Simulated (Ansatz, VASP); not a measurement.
## Hf2ClO4: VASP beside Ansatz

```
O Hf Cl
1.0
     3.58745    0.00000    0.00000
    -1.79372    3.10682    0.00000
     0.00000    0.00000   21.46123
O Hf Cl
4 2 1
Direct
  0.00000 0.00000 0.18638
  0.33333 0.66667 0.25463
  0.66667 0.33333 0.31822
  0.00000 0.00000 0.38960
  0.66667 0.33333 0.22050
  0.33333 0.66667 0.35277
  0.66667 0.33333 0.50609
```

Alike in both runs: task single point; functional PBE; dispersion D3(BJ); k mesh 9 × 9 × 1; occupations gaussian, width 0.05 eV; collinear spin.

|  | VASP | Ansatz |
| --- | --- | --- |
| version | VASP 6.6.1 | Ansatz 0.2.0 |
| potentials or method | VASP PAW PBE potentials, release 64 (O, Hf_pv, Cl), cutoff 520 eV | scalar-relativistic, plane waves, PAW |
| valence electrons in the cell | 51 | 83 |

|  | VASP | Ansatz | Ansatz less VASP |
| --- | --- | --- | --- |
| gap on the k mesh at the Fermi level (eV) | none | none | - |
| rms of the force components (eV/Å) | 0.258 | 0.262 | +0.0036 |
| net moment per atom (μB) | 0.14 | 0.14 | 0.000 |
| size of the moment on the site where the two differ most (μB) | 0.69 | 0.85 | +0.162 |
| work function, face that differs most (eV) | 5.99 | 5.97 | -0.018 |

Site moments also hang on the region over which each program counts them. A gap of «none» marks a metal or a gap that the smearing closes. VASP's potentials hold 51 valence electrons a cell and Ansatz's 83, so a difference there can come from the potentials and not from the codes. Ansatz's warnings: stability check not made.

Spin-orbit coupling is off throughout.
